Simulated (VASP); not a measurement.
A run of VASP 6.6.1:

Contents of INCAR:

```
SYSTEM = CO2
PREC     = Accurate       ! precision mode
ENCUT    = 600            ! plane-wave cutoff, eV
EDIFF    = 1E-7           ! SCF threshold, eV
ISMEAR   = 0              ! smearing method
SIGMA    = 0.01           ! smearing width, eV
LREAL    = .False.        ! projectors in reciprocal space
LASPH    = .True.         ! aspherical terms in the spheres
NELM     = 60             ! most SCF steps
ALGO     = Normal         ! electronic algorithm
ISIF     = 3              ! what is computed and relaxed
LWAVE    = .False.        ! write WAVECAR
LCHARG   = .False.        ! write CHGCAR
GGA      = PS             ! functional
IBRION   = 2              ! ionic algorithm
NSW      = 80             ! ionic steps
EDIFFG   = -0.003         ! ionic threshold
PSTRESS  = 100.0
```

File KPOINTS:

```
Automatic mesh
0
Gamma
  6 6 5
  0 0 0
```

POSCAR

```
CO2
1.0
    2.1650000000     -2.3300000000      0.0000000000
    2.1650000000      2.3300000000      0.0000000000
    0.0000000000      0.0000000000      5.9600000000
C O
2 4
Direct
    0.0000000000      0.0000000000      0.0000000000
    0.5000000000      0.5000000000      0.5000000000
    0.7850000000      0.2150000000      0.1150000000
    0.2150000000      0.7850000000      0.8850000000
    0.7150000000      0.2850000000      0.6150000000
    0.2850000000      0.7150000000      0.3850000000
```

Potentials or basis: VASP PAW PBE potentials, release 64 (C, O).

Command:

```bash
$ cat potpaw_PBE.64/C/POTCAR potpaw_PBE.64/O/POTCAR > POTCAR
$ mpirun -np 1 vasp_std > vasp.out
```

Hardware: 1 thread of Intel(R) Xeon(R) Platinum 8488C (Sapphire Rapids), with other jobs on the host.

Question: How long does it take, and how much memory?

Answer: It took 15 min on 1 thread of Intel(R) Xeon(R) Platinum 8488C (Sapphire Rapids) (shared host), peak memory 0.21 GiB. Counts: scf iterations 285, k points 39, ion steps 39.
